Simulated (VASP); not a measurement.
Input of a VASP 6.6.1 run:

Contents of INCAR:

```
SYSTEM = SiO2
ALGO = Normal
EDIFF = 1E-6
ENCUT = 520
GGA = PE
ISIF = 2
ISMEAR = -1
IVDW = 12
LASPH = .True.
LCHARG = .False.
LREAL = Auto
LWAVE = .False.
NBANDS = 82
NELM = 80
PREC = Accurate
SIGMA = 0.02
```

File KPOINTS:

```
k-points
0
Gamma
  2 2 1
  0 0 0
```

The input POSCAR:

```
SiO2
1.0
    5.9131100000      0.0000000000      0.0000000000
    0.0000000000      5.3324000000      0.0000000000
    0.0000000000      0.0000000000     15.7677400000
Si O
8 16
Direct
    0.0000000000      0.0000000000      0.0634206000
    0.5000000000      0.2500000000      0.0634206000
    0.5000000000      0.0000000000      0.2860164298
    1.0000000000      0.2500000000      0.2599198224
    0.0000000000      0.5000000000      0.0634206000
    0.5000000000      0.7500000000      0.0634206000
    0.5000000000      0.5000000000      0.2860164298
    1.0000000000      0.7500000000      0.2599198224
    0.0000000000      0.0000000000      0.1735346277
    0.1937000000      0.2500000000      0.0634206000
    0.5000000000      0.0000000000      0.1238717972
    0.8063000000      0.2500000000      0.0634206000
    0.5000000000      0.0000000000      0.3902419204
    0.6879704090      0.2500000000      0.2566215142
    0.0000000000      0.0000000000      0.3243105251
    0.3120295910      0.2500000000      0.2566215142
    0.0000000000      0.5000000000      0.1735346277
    0.1937000000      0.7500000000      0.0634206000
    0.5000000000      0.5000000000      0.1238717972
    0.8063000000      0.7500000000      0.0634206000
    0.5000000000      0.5000000000      0.3902419204
    0.6879704090      0.7500000000      0.2566215142
    0.0000000000      0.5000000000      0.3243105251
    0.3120295910      0.7500000000      0.2566215142
```

Potentials or basis: VASP PAW PBE potentials, release 64 (Si, O).

The run is started by

```sh
$ cat potpaw_PBE.64/Si/POTCAR potpaw_PBE.64/O/POTCAR > POTCAR
$ mpirun -np 1 vasp_std > vasp.out
```

Q: What does it give for the band gap on the k mesh?

A: Zero (bands 64 and 65 overlap by 0.09 eV).

Q: Predict the dispersion energy per atom.

A: -0.155 eV.

Q: Predict the largest force.

A: 6.726 eV/Å.

Forces on the atoms (eV/Å):
```
Si   0.000  0.000  6.726
Si   0.000  0.000  0.305
Si   0.000  0.000 -0.131
Si   0.000  0.000 -0.105
Si   0.000  0.000  6.726
Si   0.000  0.000  0.305
Si   0.000  0.000 -0.131
Si   0.000  0.000 -0.105
O    0.000  0.000  0.095
O   -1.245  0.000 -3.564
O    0.000  0.000  0.043
O    1.245  0.000 -3.564
O    0.000  0.000  0.084
O    0.037  0.000  0.030
O    0.000  0.000  0.052
O   -0.037  0.000  0.030
O    0.000  0.000  0.095
O   -1.245  0.000 -3.564
O    0.000  0.000  0.043
O    1.245  0.000 -3.564
O    0.000  0.000  0.084
O    0.037  0.000  0.030
O    0.000  0.000  0.052
O   -0.037  0.000  0.030
```

Caveat: the k points lie up to 0.59 Å⁻¹ apart.
